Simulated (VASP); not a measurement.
Set up this calculation in VASP 6.6.1, as the native input.

- Task: single point
- Functional: r2SCAN
- Potentials or basis: VASP PAW PBE potentials, release 64 (Sr_sv, O)
- Cutoff: 520 eV
- k mesh: 8 × 8 × 8
- Occupations: gaussian, width 0.01 eV
- Spin: no spin polarisation
- Dipole correction: no
- Further INCAR settings: ALGO = Normal; EDIFF = 1e-06; NBANDS = 15

The system is SrO.

```
Sr O
1.0
     0.00000    2.70528    2.52054
     2.70528    0.00000    2.52054
     2.70528    2.70528    0.00000
Sr O
1 1
Direct
  0.50000 0.50000 0.50000
  0.00000 0.00000 0.00000
```

This cell differs from its parent crystal: epitaxial xy strain +4.9%.

These files were run (other wordings do the same):

POSCAR

```
SrO
1.0
    0.0000000000      2.7052755026      2.5205357413
    2.7052755026      0.0000000000      2.5205357413
    2.7052755026      2.7052755026      0.0000000000
Sr O
1 1
Direct
    0.5000000000      0.5000000000      0.5000000000
    0.0000000000      0.0000000000      0.0000000000
```

INCAR.step1

```
SYSTEM = SrO
  PREC = Accurate
  ENCUT = 520
  ISMEAR = 0
  SIGMA = 0.01
  LREAL = .FALSE.
  LASPH = .TRUE.
  NELM = 100
  NBANDS = 15
  GGA = PE
  ALGO = Normal
  EDIFF = 1E-4
  LWAVE = .TRUE.
  LCHARG = .FALSE.
```

INCAR.step2

```
SYSTEM = SrO
  PREC = Accurate
  ENCUT = 520
  EDIFF = 1E-6
  ISMEAR = 0
  SIGMA = 0.01
  LREAL = .FALSE.
  LASPH = .TRUE.
  NELM = 100
  ALGO = Normal
  ISIF = 2
  LWAVE = .FALSE.
  LCHARG = .FALSE.
  METAGGA = R2SCAN
  LMIXTAU = .TRUE.
  NBANDS = 15
  ISTART = 1
```

KPOINTS

```
Automatic mesh
0
G
  8 8 8
  0 0 0
```

Potentials or basis: VASP PAW PBE potentials, release 64 (Sr_sv, O).

Run with:

```bash
$ cat potpaw_PBE.64/Sr_sv/POTCAR potpaw_PBE.64/O/POTCAR > POTCAR
$ cp INCAR.step1 INCAR
$ mpirun -np 1 vasp_std > vasp.out
$ cp INCAR.step2 INCAR
$ mpirun -np 1 vasp_std > vasp.out
```

Results of the run:

* Pressure: -4.4 GPa
* Band gap on the k mesh: 3.45 eV, indirect (least direct gap 3.82 eV)

Caveat: the cell differs from its parent crystal (epitaxial xy strain +4.9%); the PAW data sets were made with another functional, which shifts forces and pressure a little.

Wall time 87 s on 1 thread of Intel(R) Xeon(R) Platinum 8488C (Sapphire Rapids), on a shared host, peak memory 0.18 GiB.
